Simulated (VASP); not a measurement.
Input of a VASP 6.6.1 run:

File INCAR:

```
PREC = Accurate
ENCUT = 520
EDIFF = 1E-6
ISMEAR = 0
SIGMA = 0.1
LREAL = False
LASPH = True
NELM = 80
ALGO = Normal
ISIF = 2
LWAVE = False
LCHARG = False
GGA = PE
NBANDS = 29
```

KPOINTS

```
regular mesh
0
Gamma
  6 6 6
```

File POSCAR:

```
Ta2AlN3
1.0
    5.4833346100      0.0000000000      0.0000000000
   -2.7416673000      4.7487070700      0.0000000000
    0.0000000000      0.0000000000      3.0719759500
Ta Al N
2 1 3
Direct
    0.3333333300      0.6666666700      0.5000000000
    0.6666666700      0.3333333300      0.5000000000
    0.0000000000      0.0000000000      0.0000000000
    0.3928500100      0.0000000000      0.0000000000
    0.6071499900      0.6071499900      0.0000000000
    0.0000000000      0.3928500100      0.0000000000
```

Potentials or basis: VASP PAW PBE potentials, release 64 (Ta_pv, Al, N).

Launch:

```sh
$ cat potpaw_PBE.64/Ta_pv/POTCAR potpaw_PBE.64/Al/POTCAR potpaw_PBE.64/N/POTCAR > POTCAR
$ mpirun -np 1 vasp_std > vasp.out
```

Estimate the band gap on the k mesh.

zero (band 20 reaches 6.58 eV, above the bottom of band 21 at 5.93 eV).

What does it give for the largest force?

0.503 eV/Å.

Predict the pressure.

-30.9 GPa.

Forces on the atoms (eV/Å):
```
Ta   0.000  0.000  0.000
Ta   0.000  0.000  0.000
Al   0.000  0.000  0.000
N   -0.503  0.000  0.000
N    0.251  0.435  0.000
N    0.251 -0.435  0.000
```

Caveat: spin-orbit coupling is left out, which moves the levels of the heavy elements.
